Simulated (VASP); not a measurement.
# CdS (P3m1) in VASP: a series of runs

The runs below take CdS through single point, relaxation of cell and atoms, with r2SCAN, revPBE, BLYP.

Program: VASP 6.6.1. These are calculated values, not measurements. Logs are shortened: lines on timing, memory, paths and dates and some standing lists are left out, and cuts for length are marked.

### 1 The cell of the first run

The structure is trigonal, space group P3m1 (No. 156). Conventional cell: a = 4.261 Å, b = 4.261 Å, c = 5.804 Å, α = 90.00°, β = 90.00°, γ = 120.00°. Cd (site symmetry 3m) has 3 S at 2.46 Å within 3.2 Å. Within 3.2 Å of S (site symmetry 3m) lie 3 Cd at 2.46 Å.

### 2 Single point, r2SCAN

File POSCAR:

```
CdS
1.0
    4.2611695877      0.0000000000      0.0000000000
   -2.1305847939      3.6902811128      0.0000000000
    0.0000000000      0.0000000000      5.8041729400
Cd S
1 1
Direct
    0.0000000000      0.0000000000      0.4426919200
    0.6666666667      0.3333333333      0.4343080800
```

File INCAR.step1:

```
SYSTEM = CdS
PREC = Accurate
ENCUT = 520
ISMEAR = -1
SIGMA = 0.05
LREAL = .False.
LASPH = .True.
NELM = 100
NBANDS = 16
GGA = PE
ALGO = Normal
EDIFF = 1E-4
LWAVE = .True.
LCHARG = .False.
```

File INCAR.step2:

```
SYSTEM = CdS
PREC = Accurate
ENCUT = 520
EDIFF = 1E-6
ISMEAR = -1
SIGMA = 0.05
LREAL = .False.
LASPH = .True.
NELM = 100
ALGO = Normal
ISIF = 2
LWAVE = .False.
LCHARG = .True.
METAGGA = R2SCAN
LMIXTAU = .True.
LELF = .True.
LVHAR = .True.
NBANDS = 16
ISTART = 1
```

File KPOINTS:

```
regular mesh
0
Gamma
  7 7 5
  0 0 0
```

Potentials or basis: VASP PAW PBE potentials, release 64 (Cd, S).

The run is started by

```bash
$ cat potpaw_PBE.64/Cd/POTCAR potpaw_PBE.64/S/POTCAR > POTCAR
$ cp INCAR.step1 INCAR
$ mpirun -np 1 vasp_std > vasp.out
$ cp INCAR.step2 INCAR
$ mpirun -np 1 vasp_std > vasp.out
```

OUTCAR:

```text
SYSTEM = CdS
   PREC = Accurate
   ENCUT = 520
   EDIFF = 1E-6
   ISMEAR = -1
   LREAL = .False.
   LASPH = .True.
   NELM = 100
   ISIF = 2
   METAGGA = R2SCAN
   ISTART = 1

 ion  position               nearest neighbor table
   1  0.000  0.000  0.443-   2 2.46   2 2.46   2 2.46
   2  0.667  0.333  0.434-   1 2.46   1 2.46   1 2.46

  LATTYP: Found a hexagonal cell.
 ALAT       =     4.2611695877
 C/A-ratio  =     1.3621079426

  Lattice vectors:

 A1 = (   4.2611695877,   0.0000000000,   0.0000000000)
 A2 = (  -2.1305847939,   3.6902811128,   0.0000000000)
 A3 = (   0.0000000000,   0.0000000000,   5.8041729400)

Analysis of symmetry for initial positions (statically):
=====================================================================
 Subroutine PRICEL returns:
 Original cell was already a primitive cell.

 Routine SETGRP: Setting up the symmetry group for a
 hexagonal supercell.

 Subroutine GETGRP returns: Found  6 space group operations
 (whereof  6 operations were pure point group operations)
 out of a pool of 24 trial point group operations.

The static configuration has the point symmetry C_3v.

Analysis of symmetry for dynamics (positions and initial velocities):
=====================================================================
 Subroutine PRICEL returns:
 Original cell was already a primitive cell.

 Routine SETGRP: Setting up the symmetry group for a
 hexagonal supercell.

 Subroutine GETGRP returns: Found  6 space group operations
 (whereof  6 operations were pure point group operations)
 out of a pool of 24 trial point group operations.

The dynamic configuration has the point symmetry C_3v.

 Subroutine INISYM returns: Found  6 space group operations
 (whereof  6 operations are pure point group operations),
 and found     1 'primitive' translations

----------------------------------------------------------------------------------------

                                     Primitive cell

  volume of cell :      91.2701

  direct lattice vectors                    reciprocal lattice vectors
     4.261169588  0.000000000  0.000000000     0.234677353  0.135491033  0.000000000
    -2.130584794  3.690281113  0.000000000     0.000000000  0.270982066  0.000000000
     0.000000000  0.000000000  5.804172940     0.000000000  0.000000000  0.172289835

  length of vectors
     4.261169588  4.261169588  5.804172940     0.270982066  0.270982066  0.172289835

  position of ions in fractional coordinates (direct lattice)
     0.000000000  0.000000000  0.442691920
     0.666666667  0.333333333  0.434308080

  ion indices of the primitive-cell ions
   primitive index   ion index
                 1           1
                 2           2

----------------------------------------------------------------------------------------

 KPOINTS: regular mesh

Automatic generation of k-mesh.
 Grid dimensions read from file:
 generate k-points for:    7    7    5

 Generating k-lattice:

  Cartesian coordinates                     Fractional coordinates (reciprocal lattice)
     0.033525336  0.019355862  0.000000000     0.142857143 -0.000000000  0.000000000
     0.000000000  0.038711724  0.000000000     0.000000000  0.142857143  0.000000000
     0.000000000  0.000000000  0.034457967     0.000000000  0.000000000  0.200000000

  Length of vectors
     0.038711724  0.038711724  0.034457967

  Shift w.r.t. Gamma in fractional coordinates (k-lattice)
     0.000000000  0.000000000  0.000000000

 Subroutine IBZKPT returns following result:
 ===========================================

 Found     32 irreducible k-points:

 Following reciprocal coordinates:
            Coordinates               Weight
  0.000000  0.000000  0.000000      1.000000
  0.142857 -0.000000  0.000000      6.000000
  0.285714  0.000000  0.000000      6.000000
  0.428571 -0.000000  0.000000      6.000000
  0.142857  0.142857  0.000000      6.000000
  0.285714  0.142857  0.000000     12.000000
[... 16 lines left out ...]
  0.000000  0.142857  0.400000      6.000000
  0.285714  0.000000  0.400000      6.000000
 [... further k-points ...]
   k-points           NKPTS =     32   k-points in BZ     NKDIM =     32   number of bands    NBANDS=     16
   number of dos      NEDOS =    301   number of ions     NIONS =      2
   total plane-waves  NPLWV =  49152
   dimension x,y,z NGX =    32 NGY =   32 NGZ =   48
   dimension x,y,z NGXF=    64 NGYF=   64 NGZF=   96
   ions per type =               1   1
   NGX,Y,Z   is equivalent  to a cutoff of  12.48, 12.48, 13.75 a.u.
   NGXF,Y,Z  is equivalent  to a cutoff of  24.97, 24.97, 27.50 a.u.
 SYSTEM =  CdS
   PREC   = accura    normal or accurate (medium, high low for compatibility)
   ISTART =      1    job   : 0-new  1-cont  2-samecut
   ICHARG =      0    charge: 1-file 2-atom 10-const
   ISPIN  =      1    spin polarized calculation?
   LNONCOLLINEAR =      F non collinear calculations
   LSORBIT =      F    spin-orbit coupling
   LASPH  =      T    aspherical Exc in radial PAW
   ENCUT  =  520.0 eV  38.22 Ry    6.18 a.u.   7.92  7.92 10.79*2*pi/ulx,y,z
   NELM   =    100;   NELMIN=  2; NELMDL=  0     # of ELM steps
   EDIFF  = 0.1E-05   stopping-criterion for ELM
   LREAL  =      F    real-space projection
   EDIFFG = 0.1E-04   stopping-criterion for IOM
   NSW    =      0    number of steps for IOM
   IBRION =     -1    ionic relax: 0-MD 1-quasi-New 2-CG
   NFREE  =      0    steps in history (QN), initial steepest desc. (CG)
   ISIF   =      2    stress and relaxation
   ISYM   =      2    0-nonsym 1-usesym 2-fastsym
   POTIM  = 0.5000    time-step for ionic-motion
   TEBEG  =    0.0;   TEEND  =   0.0 temperature during run
   PSTRESS=    0.0 pullay stress
   NELECT =      18.0000    total number of electrons
   NUPDOWN=      -1.0000    fix difference up-down
   EMIN   =  10.00;   EMAX   =-10.00  energy-range for DOS
   EFERMI =   0.00;   METHOD = LEGACY
   ISMEAR =    -1;   SIGMA  =   0.05  broadening in eV -4-tet -1-fermi 0-gaus
   EFERMI_NEDOS =   21; number of points for ismear=-14 and -15
   IALGO  =     38    algorithm
   IMIX   =      4    mixing-type and parameters
     AMIX     =   0.40;   BMIX     =  1.00
     AMIX_MAG =   1.60;   BMIX_MAG =  1.00
  volume/ion in A,a.u.               =      45.64       307.96
  Fermi-wavevector in a.u.,A,eV,Ry     =   0.952919  1.800756 12.354841  0.908055
  Thomas-Fermi vector in A             =   2.081527
   LORBIT       =      0    0 simple, 1 ext, 2 COOP (PROOUT), +10 PAW based schemes
   METAGGA = R2SCAN    functional components
   LHFCALC =     F    Hartree Fock is set to
   AEXX    =    0.0000 exact exchange contribution
   IVDW    =     0    specifies the selected vdW correction
   LEPSILON=     F    determine dielectric tensor
   LRPA    =     F    only Hartree local field effects (RPA)
 non-spin polarized calculation
  energy-cutoff  :      520.00
  volume of cell :       91.27
 maximum number of plane-waves:      2478
   NGX = 15   NGY = 15   NGZ = 21

 number of electron      18.0000002 magnetization

 Free energy of the ion-electron system (eV)
  ---------------------------------------------------
  ext. energy  EPLUGINS =         0.00000000
  ---------------------------------------------------
  free energy    TOTEN  =       -29.02598005 eV

  energy without entropy =      -29.02598005  energy(sigma->0) =      -29.02598005

 E-fermi :  -1.3350     XC(G=0):  -6.4651

 val. band max:       -2.3418667859   @ k =   0.0000   0.0000   0.4000
 cond. band min:      -0.4390732761   @ k =   0.0000   0.0000   0.0000
 fundamental gap:      1.9027935098
 Fermi energy:        -1.3350062625

 k-point     1 :       0.0000    0.0000    0.0000
  band No.  band energies     occupation
      1     -14.4591      2.00000
      2     -10.2315      2.00000
      3     -10.2315      2.00000
      4      -9.7130      2.00000
      5      -9.7130      2.00000
      6      -9.5162      2.00000
[... 8 lines left out ...]
     15       9.0772      0.00000
     16       9.9539      0.00000

 k-point     2 :       0.1429   -0.0000    0.0000
  band No.  band energies     occupation
      1     -14.3960      2.00000
      2     -10.2018      2.00000
      3     -10.1769      2.00000
      4      -9.7353      2.00000
      5      -9.7160      2.00000
      6      -9.4905      2.00000
[... 8 lines left out ...]
     15       9.7271      0.00000
     16       9.9502      0.00000

 k-point     3 :       0.2857    0.0000    0.0000
  band No.  band energies     occupation
      1     -14.2533      2.00000
      2     -10.0996      2.00000
      3     -10.0473      2.00000
      4      -9.7837      2.00000
      5      -9.7229      2.00000
      6      -9.4178      2.00000
[... 8 lines left out ...]
     15       8.6391      0.00000
     16       9.0970      0.00000

 k-point     4 :       0.4286   -0.0000    0.0000
  band No.  band energies     occupation
      1     -14.1383      2.00000
      2      -9.9768      2.00000
      3      -9.9354      2.00000
      4      -9.8207      2.00000
      5      -9.7282      2.00000
      6      -9.3175      2.00000
[... 8 lines left out ...]
     15       8.4209      0.00000
     16       8.7621      0.00000
[... 324 lines left out ...]
 k-point    22 :       0.1429   -0.0000    0.4000
  band No.  band energies     occupation
      1     -14.3929      2.00000
      2     -10.2016      2.00000
      3     -10.1768      2.00000
      4      -9.7361      2.00000
      5      -9.7165      2.00000
      6      -9.4830      2.00000
[... 8 lines left out ...]
     15       8.3634      0.00000
     16       9.1339      0.00000

 k-point    23 :       0.0000    0.1429    0.4000
  band No.  band energies     occupation
      1     -14.3929      2.00000
      2     -10.2016      2.00000
      3     -10.1768      2.00000
      4      -9.7361      2.00000
      5      -9.7165      2.00000
      6      -9.4830      2.00000
[... 8 lines left out ...]
     15       8.3219      0.00000
     16       9.1382      0.00000

 k-point    24 :       0.2857    0.0000    0.4000
  band No.  band energies     occupation
      1     -14.2505      2.00000
      2     -10.0990      2.00000
      3     -10.0472      2.00000
      4      -9.7852      2.00000
      5      -9.7234      2.00000
      6      -9.4123      2.00000
[... 8 lines left out ...]
     15       8.0930      0.00000
     16       8.5847      0.00000

 [... further k-points ...]

------------------------ aborting loop because EDIFF is reached ----------------------------------------

  FORCE on cell =-STRESS in cart. coord.  units (eV):
  Direction    XX          YY          ZZ          XY          YZ          ZX
  --------------------------------------------------------------------------------------
  -------------------------------------------------------------------------------------
  Total       -0.5557463     -0.5557463     -0.0485449      0.0000000      0.0000000     -0.0000000
  in kB       -9.7557025     -9.7557025     -0.8521686      0.0000000      0.0000000     -0.0000000
  external PRESSURE =      -6.7878579 kB  Pullay stress =       0.0000000 kB

 VOLUME and BASIS-vectors are now :
 -----------------------------------------------------------------------------
  energy-cutoff  :      520.00
  volume of cell :       91.27
      direct lattice vectors                 reciprocal lattice vectors
     4.261169588  0.000000000  0.000000000     0.234677353  0.135491033  0.000000000
    -2.130584794  3.690281113  0.000000000     0.000000000  0.270982066  0.000000000
     0.000000000  0.000000000  5.804172940     0.000000000  0.000000000  0.172289835

 POSITION                                       TOTAL-FORCE (eV/Angst)
 -----------------------------------------------------------------------------------
      0.00000      0.00000      2.56946        -0.000000      0.000000     -0.013124
      2.13058      1.23009      2.52080         0.000000      0.000000      0.013124
 -----------------------------------------------------------------------------------
    total drift:                                0.000007     -0.000004      0.000117

  FREE ENERGIE OF THE ION-ELECTRON SYSTEM (eV)
  ---------------------------------------------------
  free  energy   TOTEN  =       -29.0259800545 eV

  energy  without entropy=      -29.0259800541  energy(sigma->0) =      -29.02598005
```

Wall time 1.9 min (1 thread of Intel Xeon Platinum 8488C (Sapphire Rapids), shared host); peak memory 0.24 GiB.

What came out:

- Free energy: -29.0260 eV
- Pressure: -0.7 GPa
- Largest force: 0.013 eV/Å
- Band gap on the k mesh: 1.90 eV

Forces on the atoms (eV/Å):
```
Cd   0.000  0.000 -0.013
S    0.000  0.000  0.013
```

Caveat: the PAW data sets were made with another functional, which shifts forces and pressure a little.

### 3 Relaxation of cell and atoms, revPBE

File INCAR:

```
PREC = Accurate ; ENCUT = 600
EDIFF = 1E-7 ; ISMEAR = -1
SIGMA = 0.05 ; LREAL = F
LASPH = T ; NELM = 100
ALGO = Normal ; ISIF = 3
LWAVE = F ; LCHARG = F
GGA = RE ; IBRION = 2
NSW = 60 ; EDIFFG = -0.01
```

File KPOINTS:

```
regular mesh
0
Gamma
  7 7 5
```

POSCAR is that of step 2.

Potentials or basis: VASP PAW PBE potentials, release 64 (Cd, S).

The run is started by

```bash
$ cat potpaw_PBE.64/Cd/POTCAR potpaw_PBE.64/S/POTCAR > POTCAR
$ mpirun -np 1 vasp_std > vasp.out
```

It took 5.5 min on 1 thread of Intel Xeon Platinum 8488C (Sapphire Rapids), shared host; peak memory 0.26 GiB.

The run converged. Its results:

```yaml
Free_energy: -5.2184 eV
Relaxed_cell: a = 4.293 Å, b = 4.293 Å, c = 6.286 Å, α = 90.00°, β = 90.00°, γ = 120.00°
Space_group_after_relaxing_to_0.1_Å: P-6m2 (No. 187)
Energy_gained_by_relaxing: 2.8 meV/atom
Ionic_steps: 12
Pressure_after_relaxing: 0.0 GPa
Largest_force_after_relaxing: 0.003 eV/Å
Band_gap_on_the_k_mesh: 1.57 eV
```

Forces in eV/Å, atoms in the order of the input:
```
Cd   0.000  0.000 -0.003
S    0.000  0.000  0.003
```

Step by step:
```tsv
step	energy change (eV)	largest force (eV/Å)	pressure (GPa)	volume (Å³)
1	0.0000	0.0033	0.63	91.27
2	-0.0021	0.0055	-0.37	93.66
3	-0.0039	0.0021	0.02	92.68
4	-0.0038	0.0022	0.01	92.71
5	-0.0039	0.0022	0.01	92.79
6	-0.0040	0.0023	0.01	93.04
7	-0.0042	0.0024	0.00	93.53
8	-0.0045	0.0026	0.00	94.51
9	-0.0050	0.0025	-0.01	96.46
10	-0.0055	0.0035	-0.04	100.38
11	-0.0048	0.0016	0.25	100.18
12	-0.0056	0.0032	0.01	100.34
```

Final structure:
```
Cd S
1.0
     4.29334    0.00000    0.00000
    -2.14667    3.71814    0.00000
     0.00000    0.00000    6.28592
Cd S
1 1
Direct
  0.00000 0.00000 0.44118
  0.66667 0.33333 0.43582
```

Levels at points of the mesh, in eV from the valence-band top:
| k point | band 6 | band 7 | band 8 | band 9 | band 10 | band 11 | band 12 | band 13 |
| --- | --- | --- | --- | --- | --- | --- | --- | --- |
| (0.00, 0.00, 0.00) | -6.92 | -0.99 | 0.00 | 0.00 | 1.57 | 5.50 | 6.74 | 6.98 |

Caveat: the PAW data sets were made with another functional, which shifts forces and pressure a little.

### 4 Relaxation of cell and atoms, BLYP

File INCAR:

```
  AGGAC = 1.0
  AGGAX = 1.0
  ALDAC = 0.0
  ALDAX = 1.0
  ALGO = Normal
  EDIFF = 1E-6
  EDIFFG = -0.01
  ENCUT = 600
  GGA = B5
  IBRION = 2
  ISIF = 3
  ISMEAR = -1
  LASPH = True
  LCHARG = False
  LREAL = False
  LWAVE = False
  NELM = 80
  NSW = 60
  PREC = Accurate
  SIGMA = 0.05
```

File KPOINTS:

```
k-points
0
Gamma
  7 7 5
```

POSCAR is that of step 3.

The run is started by

```bash
$ cat potpaw_PBE.64/Cd/POTCAR potpaw_PBE.64/S/POTCAR > POTCAR
$ mpirun -np 1 vasp_std > vasp.out
```

Run time: 5.3 min. Hardware: 1 thread of Intel Xeon Platinum 8488C (Sapphire Rapids), shared host; peak memory 0.27 GiB.

It converged, with:

| Quantity | Value |
| --- | --- |
| Free energy | -4.8386 eV |
| Relaxed cell | a = 4.326 Å, b = 4.326 Å, c = 6.506 Å, α = 90.00°, β = 90.00°, γ = 120.00° |
| Space group after relaxing (to 0.1 Å) | P3m1 (No. 156) |
| Energy gained by relaxing | 10.2 meV/atom |
| Ionic steps | 10 |
| Pressure after relaxing | 0.0 GPa |
| Band gap on the k mesh | 1.33 eV |

The path:
```csv
step,energy change (eV),largest force (eV/Å),pressure (GPa),volume (Å³)
1,0.0000,0.0112,1.29,91.27
2,-0.0091,0.0057,-0.70,96.19
3,-0.0160,0.0004,0.03,94.17
4,-0.0160,0.0007,0.04,94.11
5,-0.0161,0.0006,0.05,94.24
6,-0.0163,0.0005,0.06,94.60
7,-0.0168,0.0004,0.04,95.32
8,-0.0176,0.0001,0.04,96.76
9,-0.0189,0.0005,0.04,99.65
10,-0.0205,0.0017,0.03,105.43
```

Final structure:
```xyz
2
Lattice="4.3257 0.0000 0.0000 -2.1629 3.7462 0.0000 0.0000 0.0000 6.5060" Properties=species:S:1:pos:R:3 pbc="T T T"
Cd    0.0000    0.0000    2.8832
S     2.1629    1.2487    2.8225
```

Levels at points of the mesh, in eV from the valence-band top:
| k point | band 6 | band 7 | band 8 | band 9 | band 10 | band 11 | band 12 | band 13 |
| --- | --- | --- | --- | --- | --- | --- | --- | --- |
| (0.00, 0.00, 0.00) | -6.92 | -0.95 | 0.00 | 0.00 | 1.33 | 5.48 | 6.34 | 6.93 |

Caveat: the volume moved by over 15 % at a fixed basis, so the end points are rough; the PAW data sets were made with another functional, which shifts forces and pressure a little.

### 5 Overview

| task | level | cell | cutoff (eV) | gap on the mesh (eV) | pressure (GPa) | relaxed volume (Å³/atom) |
| --- | --- | --- | --- | --- | --- | --- |
| single point | r2SCAN | as given | 520 | 1.90 | -0.7 | - |
| relaxation of cell and atoms | revPBE | relaxed | 600 | 1.57 | 0.0 | 50.17 |
| relaxation of cell and atoms | BLYP | relaxed | 600 | 1.33 | 0.0 | 52.71 |

Alike in all rows: potentials or basis VASP PAW PBE potentials, release 64 (Cd, S); no spin polarisation; k mesh 7 × 7 × 5; smearing fermi-dirac 0.05 eV.

Caveats: the PAW data sets were made with another functional, which shifts forces and pressure a little; the volume moved by over 15 % at a fixed basis, so the end points are rough (at least some runs).

Total energies depend on the potentials used, so only differences within one code and one set of settings carry meaning.
